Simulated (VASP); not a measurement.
# SiC (Moissanite) (P6_3mc) in VASP: notebook

Aim: see how the results for SiC (Moissanite) move with the level of theory and the settings. Levels: revPBE, PBEsol+D3(BJ). Tasks: single point.

All numbers are computed with VASP 6.6.1; they aren't measurements. Logs are shortened: lines on timing, memory, paths and dates and some standing lists are left out, and cuts for length are marked.

## 1. The cell of the first run

The structure is hexagonal, space group P6_3mc (No. 186). Conventional cell: a = 3.055 Å, b = 3.055 Å, c = 5.014 Å, α = 90.00°, β = 90.00°, γ = 120.00°. Within 2.5 Å of Si (site symmetry 3m) lie 4 C at 1.86 to 1.93 Å. C (site symmetry 3m) has 4 Si at 1.86 to 1.93 Å within 2.5 Å.

## 2. Single point, revPBE

The input, INCAR:

```
  PREC = Accurate
  ENCUT = 520
  EDIFF = 1E-6
  ISMEAR = -1
  SIGMA = 0.05
  LREAL = F
  LASPH = T
  NELM = 80
  ALGO = Normal
  ISIF = 2
  LWAVE = F
  LCHARG = F
  GGA = RE
  NBANDS = 16
```

The input, KPOINTS:

```
regular mesh
0
Gamma
  10 10 5
```

The input, POSCAR:

```
SiC
1.0
    3.0553550827      0.0000000000      0.0000000000
   -1.5276775413      2.6460151191      0.0000000000
    0.0000000000      0.0000000000      5.0141197845
Si C
2 2
Direct
    0.6666666667      0.3333333333      0.5000000000
    0.3333333333      0.6666666667      0.0000000000
    0.6666666667      0.3333333333      0.8850000000
    0.3333333333      0.6666666667      0.3850000000
```

Potentials or basis: VASP PAW PBE potentials, release 64 (Si, C).

Run with:

```console
$ cat potpaw_PBE.64/Si/POTCAR potpaw_PBE.64/C/POTCAR > POTCAR
$ mpirun -np 1 vasp_std > vasp.out
```

OUTCAR:

```text
PREC = Accurate
   ENCUT = 520
   EDIFF = 1E-6
   ISMEAR = -1
   LREAL = F
   LASPH = T
   NELM = 80
   ISIF = 2
   GGA = RE

 ion  position               nearest neighbor table
   1  0.667  0.333  0.500-   4 1.86   4 1.86   4 1.86   3 1.93   2 3.07   2 3.07   2 3.07   2 3.07
                             2 3.07   2 3.07
   2  0.333  0.667  0.000-   3 1.86   3 1.86   3 1.86   4 1.93   1 3.07   1 3.07   1 3.07   1 3.07
                             1 3.07   1 3.07
   3  0.667  0.333  0.885-   2 1.86   2 1.86   2 1.86   1 1.93
   4  0.333  0.667  0.385-   1 1.86   1 1.86   1 1.86   2 1.93

  LATTYP: Found a hexagonal cell.
 ALAT       =     3.0553550827
 C/A-ratio  =     1.6410923277

  Lattice vectors:

 A1 = (   3.0553550827,   0.0000000000,   0.0000000000)
 A2 = (  -1.5276775413,   2.6460151191,   0.0000000000)
 A3 = (   0.0000000000,   0.0000000000,   5.0141197845)

Analysis of symmetry for initial positions (statically):
=====================================================================
 Subroutine PRICEL returns:
 Original cell was already a primitive cell.

 Routine SETGRP: Setting up the symmetry group for a
 hexagonal supercell.

 Subroutine GETGRP returns: Found 12 space group operations
 (whereof  6 operations were pure point group operations)
 out of a pool of 24 trial point group operations.

The static configuration has the point symmetry C_3v.
 The point group associated with its full space group is C_6v.

Analysis of symmetry for dynamics (positions and initial velocities):
=====================================================================
 Subroutine PRICEL returns:
 Original cell was already a primitive cell.

 Routine SETGRP: Setting up the symmetry group for a
 hexagonal supercell.

 Subroutine GETGRP returns: Found 12 space group operations
 (whereof  6 operations were pure point group operations)
 out of a pool of 24 trial point group operations.

The dynamic configuration has the point symmetry C_3v.
 The point group associated with its full space group is C_6v.

 Subroutine INISYM returns: Found 12 space group operations
 (whereof  6 operations are pure point group operations),
 and found     1 'primitive' translations

----------------------------------------------------------------------------------------

                                     Primitive cell

  volume of cell :      40.5367
[... 88 lines left out ...]
   LNONCOLLINEAR =      F non collinear calculations
   LSORBIT =      F    spin-orbit coupling
   LASPH  =      T    aspherical Exc in radial PAW
   ENCUT  =  520.0 eV  38.22 Ry    6.18 a.u.   5.68  5.68  9.32*2*pi/ulx,y,z
   NELM   =     80;   NELMIN=  2; NELMDL= -5     # of ELM steps
   EDIFF  = 0.1E-05   stopping-criterion for ELM
   LREAL  =      F    real-space projection
   EDIFFG = 0.1E-04   stopping-criterion for IOM
   NSW    =      0    number of steps for IOM
   IBRION =     -1    ionic relax: 0-MD 1-quasi-New 2-CG
   NFREE  =      0    steps in history (QN), initial steepest desc. (CG)
   ISIF   =      2    stress and relaxation
   ISYM   =      2    0-nonsym 1-usesym 2-fastsym
   POTIM  = 0.5000    time-step for ionic-motion
   TEBEG  =    0.0;   TEEND  =   0.0 temperature during run
   PSTRESS=    0.0 pullay stress
   NELECT =      16.0000    total number of electrons
   NUPDOWN=      -1.0000    fix difference up-down
   EMIN   =  10.00;   EMAX   =-10.00  energy-range for DOS
   EFERMI =   0.00;   METHOD = LEGACY
   ISMEAR =    -1;   SIGMA  =   0.05  broadening in eV -4-tet -1-fermi 0-gaus
   EFERMI_NEDOS =   21; number of points for ismear=-14 and -15
   IALGO  =     38    algorithm
   IMIX   =      4    mixing-type and parameters
     AMIX     =   0.40;   BMIX     =  1.00
     AMIX_MAG =   1.60;   BMIX_MAG =  1.00
  volume/ion in A,a.u.               =      10.13        68.39
  Fermi-wavevector in a.u.,A,eV,Ry     =   1.200877  2.269329 19.621043  1.442106
  Thomas-Fermi vector in A             =   2.336701
   LORBIT       =      0    0 simple, 1 ext, 2 COOP (PROOUT), +10 PAW based schemes
   GGA     = RE    functional components
   LHFCALC =     F    Hartree Fock is set to
   AEXX    =    0.0000 exact exchange contribution
   IVDW    =     0    specifies the selected vdW correction
   LEPSILON=     F    determine dielectric tensor
   LRPA    =     F    only Hartree local field effects (RPA)
 non-spin polarized calculation
  energy-cutoff  :      520.00
  volume of cell :       40.54
 maximum number of plane-waves:      1105
 NGX is ok and might be reduce to    24
   NGX = 11   NGY = 11   NGZ = 19

 number of electron      15.9999999 magnetization

 Free energy of the ion-electron system (eV)
  ---------------------------------------------------
  ext. energy  EPLUGINS =         0.00000000
  ---------------------------------------------------
  free energy    TOTEN  =       -28.79423159 eV

  energy without entropy =      -28.79423159  energy(sigma->0) =      -28.79423159

 E-fermi :   9.6886     XC(G=0): -11.3908

 val. band max:        8.7077406463   @ k =   0.0000   0.0000   0.0000
 cond. band min:      11.1775109868   @ k =   0.3000   0.3000   0.0000
 fundamental gap:      2.4697703406
 Fermi energy:         9.6885504408

 k-point     1 :       0.0000    0.0000    0.0000
  band No.  band energies     occupation
      1      -7.1942      2.00000
      2      -3.6278      2.00000
      3      -0.0949      2.00000
      4       7.1448      2.00000
      5       7.1448      2.00000
      6       8.4329      2.00000
[... 433 lines left out ...]
      3       0.3511      2.00000
      4       1.8398      2.00000
      5       3.9100      2.00000
      6       4.7311      2.00000
[... 8 lines left out ...]
     15      20.2949      0.00000
     16      21.6415      0.00000

 [... further k-points ...]
[... 5 lines left out ...]
  --------------------------------------------------------------------------------------
  -------------------------------------------------------------------------------------
  Total        3.1806133      3.1806133      1.6638623      0.0000000      0.0000000      0.0000000
  in kB      125.7108427    125.7108427     65.7626427      0.0000000      0.0000000      0.0000000
  external PRESSURE =     105.7281094 kB  Pullay stress =       0.0000000 kB

 VOLUME and BASIS-vectors are now :
 -----------------------------------------------------------------------------
  energy-cutoff  :      520.00
  volume of cell :       40.54
      direct lattice vectors                 reciprocal lattice vectors
     3.055355083  0.000000000  0.000000000     0.327294201  0.188963395  0.000000000
    -1.527677541  2.646015119  0.000000000     0.000000000  0.377926790  0.000000000
     0.000000000  0.000000000  5.014119785     0.000000000  0.000000000  0.199436799

 POSITION                                       TOTAL-FORCE (eV/Angst)
 -----------------------------------------------------------------------------------
      1.52768      0.88201      2.50706         0.000000     -0.000000      0.789495
     -0.00000      1.76401      0.00000        -0.000000      0.000000      0.789495
      1.52768      0.88201      4.43750        -0.000000      0.000000     -0.789495
     -0.00000      1.76401      1.93044         0.000000     -0.000000     -0.789495
 -----------------------------------------------------------------------------------
    total drift:                                0.000000      0.000000     -0.000198

  FREE ENERGIE OF THE ION-ELECTRON SYSTEM (eV)
  ---------------------------------------------------
  free  energy   TOTEN  =       -28.7942315910 eV

  energy  without entropy=      -28.7942315910  energy(sigma->0) =      -28.79423159
```

It took 28 s on 1 thread of Intel Xeon Platinum 8259CL at 2.50GHz (Skylake/Cascade Lake), shared host; peak memory 0.16 GiB.

Results:

```yaml
Free_energy: -28.7942 eV
Pressure: 10.6 GPa
Largest_force: 0.789 eV/Å
Band_gap_on_the_k_mesh: 2.47 eV, indirect (least direct gap 4.14 eV)
```

Forces in eV/Å, atoms in the order of the input:
```
Si   0.000  0.000  0.789
Si   0.000  0.000  0.789
C    0.000  0.000 -0.789
C    0.000  0.000 -0.789
```

Stress tensor (GPa, compression positive):
```
12.57  0.00  0.00
 0.00 12.57  0.00
 0.00  0.00  6.58
```

Levels at points of the mesh, in eV from the valence-band top:
| k point | band 6 | band 7 | band 8 | band 9 | band 10 | band 11 |
| --- | --- | --- | --- | --- | --- | --- |
| (0.00, 0.00, 0.00) | -0.27 | -0.27 | 0.00 | 4.83 | 6.26 | 6.66 |
| (0.50, 0.00, 0.00) | -3.58 | -3.31 | -1.48 | 2.65 | 4.23 | 6.93 |

Caveat: the PAW data sets were made with another functional, which shifts forces and pressure a little.

## 3. Single point, PBEsol+D3(BJ)

This run uses another cell than the first one, of 10.34 Å³/atom, 1.020 times its volume.

The input, INCAR:

```
PREC = Accurate
ENCUT = 520
EDIFF = 1E-6
ISMEAR = -1
SIGMA = 0.05
LREAL = F
LASPH = T
NELM = 60
ALGO = Normal
ISIF = 2
LWAVE = F
LCHARG = F
GGA = PS
IVDW = 12
NBANDS = 16
```

The input, KPOINTS:

```
Automatic mesh
0
Gamma
  10 10 5
```

The input, POSCAR:

```
SiC
1.0
    3.0760000000      0.0000000000      0.0000000000
   -1.5380000000      2.6638941420      0.0000000000
    0.0000000000      0.0000000000      5.0480000000
Si C
2 2
Direct
    0.6666666667      0.3333333333      0.5000000000
    0.3333333333      0.6666666667      0.0000000000
    0.6666666667      0.3333333333      0.8850000000
    0.3333333333      0.6666666667      0.3850000000
```

Potentials or basis: VASP PAW PBE potentials, release 64 (Si, C).

Run with:

```console
$ cat potpaw_PBE.64/Si/POTCAR potpaw_PBE.64/C/POTCAR > POTCAR
$ mpirun -np 1 vasp_std > vasp.out
```

It took 26 s on 1 thread of Intel Xeon Platinum 8259CL at 2.50GHz (Skylake/Cascade Lake), shared host; peak memory 0.17 GiB.

The run converged. Its results:

```yaml
Free_energy: -32.7543 eV
Pressure: -3.2 GPa
Largest_force: 0.751 eV/Å
Band_gap_on_the_k_mesh: 2.32 eV, indirect (least direct gap 3.96 eV)
Dispersion_energy_per_atom: -0.242 eV
```

Forces on the atoms (eV/Å):
```
Si   0.000  0.000  0.751
Si   0.000  0.000  0.751
C    0.000  0.000 -0.751
C    0.000  0.000 -0.751
```

Stress tensor (GPa, compression positive):
```
-1.54  0.00  0.00
 0.00 -1.54  0.00
 0.00  0.00 -6.49
```

Levels at points of the mesh, in eV from the valence-band top:
| k point | band 5 | band 6 | band 7 | band 8 | band 9 | band 10 | band 11 | band 12 |
| --- | --- | --- | --- | --- | --- | --- | --- | --- |
| (0.00, 0.00, 0.00) | -1.56 | -0.27 | -0.27 | 0.00 | 4.57 | 5.97 | 6.44 | 6.44 |
| (0.50, 0.00, 0.00) | -5.47 | -3.56 | -3.31 | -1.49 | 2.47 | 4.10 | 6.66 | 7.12 |

Caveat: the PAW data sets were made with another functional, which shifts forces and pressure a little. A k mesh can miss the band edges.

(Part 1 of 2 ends here.)
